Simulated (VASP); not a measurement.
Set up this calculation in VASP 6.6.1, as the native input.

```
Task                   : relaxation of cell and atoms
Functional             : PBE
Potentials or basis    : VASP PAW PBE potentials, release 64 (Ni)
Cutoff                 : 600 eV
k mesh                 : 26 × 26 × 26
Occupations            : gaussian, width 0.1 eV
Spin                   : collinear spin, ferromagnetic start
Starting moments       : [0.77] μB
Dipole correction      : no
Further INCAR settings : ALGO = Normal; EDIFF = 1e-07; IBRION = 2; EDIFFG = -0.01; NSW = 100; ISIF = 3
```

The structure of Ni lies in POSCAR:

```
Ni
1.0
    0.0000000000      1.7586199223      1.7586199223
    1.7586199223      0.0000000000      1.7586199223
    1.7586199223      1.7586199223      0.0000000000
Ni
1
Direct
    0.5000000000      0.5000000000      0.5000000000
```

These files were run (other wordings do the same):

INCAR

```
PREC = Accurate ; ENCUT = 600
EDIFF = 1E-7 ; ISMEAR = 0
SIGMA = 0.1 ; LREAL = F
LASPH = T ; NELM = 150
ALGO = Normal ; ISIF = 3
LWAVE = F ; LCHARG = F
ISPIN = 2 ; MAGMOM = 0.77
LORBIT = 11 ; LMAXMIX = 4
GGA = PE ; IBRION = 2
NSW = 100 ; EDIFFG = -0.01
```

KPOINTS

```
Automatic mesh
0
Gamma
  26 26 26
```

Potentials or basis: VASP PAW PBE potentials, release 64 (Ni).

The run is started by

```sh
$ cat potpaw_PBE.64/Ni/POTCAR > POTCAR
$ mpirun -np 1 vasp_std > vasp.out
```

It gave:

| Quantity | Value |
| --- | --- |
| Pressure after relaxing | 0.1 GPa |
| Net moment | 0.63 μB per cell |
| Site moments | Ni +0.64 μB |
| Valence electrons inside the program's atomic spheres | Ni 9.31 |

Caveat: the relaxation stopped at its first step, so nothing moved.

Wall time 45 s on 1 thread of Intel(R) Xeon(R) 6975P-C (Granite Rapids), with other jobs on the host, peak memory 0.22 GiB.
